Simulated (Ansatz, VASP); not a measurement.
# Two plane-wave programs on NaHfO

```
CELL_PARAMETERS angstrom
3.53797 0.00000 0.00000
-1.76898 3.06397 0.00000
0.00000 0.00000 6.21894
ATOMIC_POSITIONS crystal
Na 0.00000 0.00000 0.00000
Hf 0.66667 0.33333 0.50000
O 0.33333 0.66667 0.50000
```

Change from the starting cell: species swapped into the BaCuGe type (P-6m2, No. 187).

Alike in both runs: functional PBE; k mesh 18 × 18 × 8; occupations gaussian, width 0.1 eV; no spin polarisation.

Ansatz relaxed the structure, and its values are those at the end. VASP's run is a single point on that final structure, the one shown.

```csv
,VASP,Ansatz
version,VASP 6.6.1,Ansatz 0.2.0
potentials or method,"VASP PAW PBE potentials, release 64 (Na_pv, Hf_pv, O), cutoff 520 eV","scalar-relativistic, plane waves, PAW"
valence electrons in the cell,23,41
```

VASP gave:

| Item | Value |
| --- | --- |
| gap on the k mesh at the Fermi level (eV) | none |
| pressure (GPa) | -0.6 |

Question: Estimate Ansatz's values.

Answer: gap on the k mesh at the Fermi level (eV): none; pressure (GPa): 0.0.

A gap of «none» marks a metal or a gap that the smearing closes. With one functional, cell and mesh, what is left measures potentials, basis and numerics. VASP's potentials hold 23 valence electrons a cell and Ansatz's 41, so a difference there can come from the potentials and not from the codes.

Spin-orbit coupling is off throughout.
